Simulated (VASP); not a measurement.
**NbC2: single point with PBE**

NbC2:

```
Nb C
1.0
     4.15099   -0.50080   -0.46196
    -2.51166    3.26556    0.14732
    -1.40981   -0.31832   10.59053
Nb C
4 8
Direct
  0.36952 0.80483 0.14577
  0.10582 0.38426 0.63403
  0.89419 0.61574 0.36597
  0.63047 0.19516 0.85423
  0.56965 0.89023 0.36549
  0.29833 0.47470 0.82849
  0.61697 0.43604 0.03877
  0.46044 0.29664 0.51198
  0.53956 0.70337 0.48802
  0.38305 0.56398 0.96123
  0.70165 0.52528 0.17151
  0.43035 0.10977 0.63450
```

```
Program                : VASP 6.6.1
Task                   : single point
Functional             : PBE
Potentials or basis    : VASP PAW PBE potentials, release 64 (Nb_sv, C)
Cutoff                 : 520 eV
k mesh                 : 6 × 6 × 2
Occupations            : gaussian, width 0.2 eV
Spin                   : no spin polarisation
Dipole correction      : no
Further INCAR settings : ALGO = Normal; EDIFF = 1e-06; NBANDS = 54
```

```json
{
 "Pressure": "-0.1 GPa",
 "Largest force": "0.092 eV/Å",
 "Band gap on the k mesh": "zero (bands 42 and 43 overlap by 1.15 eV)"
}
```

Forces on the atoms (eV/Å):
```
Nb   0.021  0.016  0.004
Nb  -0.003  0.003  0.000
Nb   0.003 -0.003 -0.001
Nb  -0.020 -0.015 -0.004
C   -0.022  0.034 -0.038
C   -0.004 -0.010 -0.090
C    0.028 -0.011 -0.058
C    0.026 -0.013 -0.022
C   -0.026  0.012  0.022
C   -0.029  0.011  0.058
C    0.004  0.010  0.091
C    0.022 -0.034  0.038
```

Stress tensor (GPa, compression positive):
```
-0.29 -0.15  0.04
-0.15 -0.21 -0.15
 0.04 -0.15  0.09
```

Levels at points of the mesh, in eV from the Fermi level:
| k point | band 40 | band 41 | band 42 | band 43 | band 44 | band 45 |
| --- | --- | --- | --- | --- | --- | --- |
| (0.00, 0.00, 0.00) | -0.71 | -0.53 | -0.27 | 0.15 | 0.39 | 1.82 |
| (0.50, 0.00, 0.00) | -1.31 | -0.83 | 0.54 | 0.90 | 1.23 | 1.59 |
| (0.00, 0.50, 0.00) | -1.01 | -0.78 | -0.11 | 0.70 | 1.32 | 1.78 |
| (0.50, 0.50, 0.00) | -1.13 | -1.03 | -0.88 | -0.61 | 0.21 | 0.48 |
| (0.00, 0.00, 0.50) | -0.72 | -0.67 | -0.11 | 0.07 | 0.47 | 1.22 |
| (0.50, 0.00, 0.50) | -1.40 | -0.26 | 0.00 | 1.02 | 1.43 | 1.53 |
| (0.00, 0.50, 0.50) | -1.40 | -0.68 | -0.40 | 1.06 | 1.27 | 1.62 |
| (0.50, 0.50, 0.50) | -1.03 | -0.97 | -0.87 | 0.01 | 0.14 | 0.48 |

It took 11 min on 1 thread of Intel Xeon 8259CL, on a shared host, peak memory 0.38 GiB.
